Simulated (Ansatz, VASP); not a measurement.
# Two plane-wave programs on Ru

```
Ru
1.0
     0.00000    1.91841    1.91841
     1.91841    0.00000    1.91841
     1.91841    1.91841    0.00000
Ru
1
Direct
  0.00000 0.00000 0.00000
```

Alike in both runs: task single point; functional PBE; k mesh 8 × 8 × 8; occupations gaussian, width 0.05 eV; no spin polarisation.

```csv
,VASP,Ansatz
version,VASP 6.6.1,Ansatz 0.2.0
potentials or method,"VASP PAW PBE potentials, release 64 (Ru_pv), cutoff 500 eV","scalar-relativistic, plane waves, PAW"
valence electrons in the cell,14,16
```

```csv
,VASP,Ansatz,Ansatz less VASP
gap on the k mesh at the Fermi level (eV),none,none,-
pressure (GPa),-6.9,-6.9,+0.08
```

A gap of «none» marks a metal or a gap that the smearing closes. VASP's potentials hold 14 valence electrons a cell and Ansatz's 16, so a difference there can come from the potentials and not from the codes.
